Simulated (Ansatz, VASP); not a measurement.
## ZrN in VASP and in Ansatz

File INCAR:

```
PREC = Accurate ; ENCUT = 600
EDIFF = 1E-6 ; ISMEAR = -1
SIGMA = 0.15 ; LREAL = F
LASPH = T ; NELM = 120
ALGO = Normal ; ISIF = 2
LWAVE = F ; LCHARG = F
GGA = RE ; NBANDS = 16
GGA_COMPAT = F
```

File KPOINTS:

```
Automatic mesh
0
Gamma
  8 8 8
```

File POSCAR:

```
ZrN
1.0
    3.2526910000      0.0000000000      0.0000000000
    1.6263455000      2.8169130367      0.0000000000
    1.6263455000      0.9389710122      2.6558110803
Zr N
1 1
Direct
    0.5000000000      0.5000000000      0.5000000000
    0.0000000000      0.0000000000      0.0000000000
```

Input for Ansatz:

```yaml
crystal:
  lattice:
    - [3.252691, 0.0, 0.0]
    - [1.6263455000000004, 2.8169130366610093, 0.0]
    - [1.6263455000000004, 0.9389710122203366, 2.6558110803143857]
  atoms:
    - { symbol: Zr, position: [0.5000000000000001, 0.5, 0.5] }
    - { symbol: "N", position: [0.0, 0.0, 0.0] }
basis:
  ecutwfc: 450.0
kpoints:
  mp_grid:
    grid: [8, 8, 8]
hamiltonian:
  xc: revpbe
scf:
  occupations:
    method: fermi_dirac
    width: 0.15
output:
  stress: true
```

Alike in both runs: task single point; functional revPBE; k mesh 8 × 8 × 8; occupations fermi-dirac, width 0.15 eV; no spin polarisation.

|  | VASP | Ansatz |
| --- | --- | --- |
| version | VASP 6.6.1 | Ansatz 0.2.0 |
| potentials or method | VASP PAW PBE potentials, release 64 (Zr_sv, N), cutoff 600 eV | plane waves, PAW |
| valence electrons in the cell | 17 | 17 |

|  | VASP | Ansatz | Ansatz less VASP |
| --- | --- | --- | --- |
| pressure (GPa) | 2.4 | 2.2 | -0.16 |

VASP's potentials were made for PBE, not for revPBE.
